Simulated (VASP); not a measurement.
The system is N.

```
CELL_PARAMETERS angstrom
4.08406 0.00000 0.00000
0.00000 4.08406 0.00000
0.00000 0.00000 5.34591
ATOMIC_POSITIONS crystal
N 0.40428 0.59572 0.50000
N 0.09572 0.09572 0.00000
N 0.59572 0.40428 0.50000
N 0.90428 0.90428 0.00000
```

Base run:

| Item | Value |
| --- | --- |
| Program | VASP 6.6.1 |
| Functional | PBE-based screened hybrid with 25 % exact exchange |
| Potentials or basis | VASP PAW PBE potentials, release 64 (N) |
| Cutoff | 520 eV |
| k mesh | 4 × 4 × 3 |
| Occupations | fermi-dirac, width 0.05 eV |
| Spin | no spin polarisation |

Its results: band gap on the k mesh 8.09 eV (least direct gap 8.29 eV); pressure -0.1 GPa; largest force 0.263 eV/Å.

Task: After a change of settings the same cell gave: band gap on the k mesh 10.39 eV (least direct gap 10.61 eV); pressure -1.9 GPa; largest force 1.241 eV/Å. Which change was it?
A. further incar settings from ALGO = Normal; EDIFF = 1e-07; NBANDS = 18 to ALGO = Normal; EDIFF = 1e-06; NBANDS = 18; screening parameter from 0.6 1/Å to 0.4 1/Å
B. functional from PBE-based screened hybrid with 25 % exact exchange to r2SCAN-based global hybrid with 15 % exact exchange; share of exact exchange from 0.25 to 0.15
C. functional from PBE-based screened hybrid with 25 % exact exchange to r2SCAN-based global hybrid with 25 % exact exchange

Result: C.

Caveats: the standard files for N, O and F lose accuracy on very short bonds; the PAW data sets were made with another functional, which shifts forces and pressure a little; this functional lacks dispersion, which holds the molecules together, so the pressure and a relaxed volume are unreliable (at least some runs).
